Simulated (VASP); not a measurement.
The system is Se.

```
Se
1.0
     5.58778    0.00000    0.00000
     0.00000    5.58778    0.00000
     0.00000    0.00000    5.58778
Se
8
Direct
  0.00000 0.00000 0.00000
  0.50000 0.50000 0.50000
  0.25000 0.00000 0.50000
  0.75000 0.00000 0.50000
  0.50000 0.25000 0.00000
  0.50000 0.75000 0.00000
  0.00000 0.50000 0.25000
  0.00000 0.50000 0.75000
```

```yaml
Program: VASP 6.6.1
Task: relaxation of cell and atoms
Functional: revPBE
Potentials_or_basis: VASP PAW PBE potentials, release 64 (Se)
Cutoff: 600 eV
k_mesh: 5 × 5 × 5
Occupations: fermi-dirac, width 0.1 eV
Spin: no spin polarisation
```

At the start: pressure -1.4 GPa; volume 21.81 Å³/atom.

Problem. Where does the relaxation end?

Solution. Over 3 steps the energy falls by 2.3 meV/atom and the volume is 21.28 Å³/atom (-2.4 %); space group Pm-3n (No. 223, to 0.1 Å) before and after.

The path:
| step | energy change (eV) | largest force (eV/Å) | pressure (GPa) | volume (Å³) |
| --- | --- | --- | --- | --- |
| 1 | 0.0000 | 0.0000 | -1.36 | 174.47 |
| 2 | -0.0180 | 0.0000 | 0.15 | 169.85 |
| 3 | -0.0182 | 0.0000 | 0.00 | 170.27 |

Final structure:
```
Se
1.0
     5.54261    0.00000    0.00000
     0.00000    5.54261    0.00000
     0.00000    0.00000    5.54261
Se
8
Cartesian
  0.0000 0.0000 0.0000
  2.7713 2.7713 2.7713
  1.3857 0.0000 2.7713
  4.1570 0.0000 2.7713
  2.7713 1.3857 0.0000
  2.7713 4.1570 0.0000
  0.0000 2.7713 1.3857
  0.0000 2.7713 4.1570
```

Caveat: the PAW data sets were made with another functional, which shifts forces and pressure a little.
